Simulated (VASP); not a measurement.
A run of VASP 6.6.1 is set up as follows.

INCAR

```
SYSTEM = Ta2Si
ALGO = Fast
EDIFF = 1E-6
ENCUT = 520
GGA = PS
ISIF = 2
ISMEAR = 0
LASPH = .True.
LCHARG = .True.
LELF = .True.
LREAL = .False.
LVHAR = .True.
LWAVE = .False.
NBANDS = 20
NELM = 100
PREC = Accurate
SIGMA = 0.05
```

KPOINTS

```
k-points
0
Gamma
  10 10 10
  0 0 0
```

POSCAR

```
Ta2Si
1.0
    0.0149727194      2.9945438870      2.9945438870
    2.9945438870      0.0149727194      2.9945438870
    3.0095166064      3.0095166064      0.0000000000
Ta Si
2 1
Direct
    0.2500000000      0.2500000000      0.2500000000
    0.7500000000      0.7500000000      0.7500000000
    0.0000000000      0.0000000000      0.0000000000
```

Potentials or basis: VASP PAW PBE potentials, release 64 (Ta_pv, Si).

Run with:

```bash
$ cat potpaw_PBE.64/Ta_pv/POTCAR potpaw_PBE.64/Si/POTCAR > POTCAR
$ mpirun -np 1 vasp_std > vasp.out
```

(1) What does it give for the pressure?

(2) Predict the largest force.

(3) What does it give for the band gap on the k mesh?

Answers

(1) 0.3 GPa.

(2) 0.068 eV/Å.

(3) zero (band 13 reaches 8.77 eV, above the bottom of band 14 at 5.94 eV).

Caveat: the PAW data sets were made with another functional, which shifts forces and pressure a little; spin-orbit coupling is left out, which moves the levels of the heavy elements.
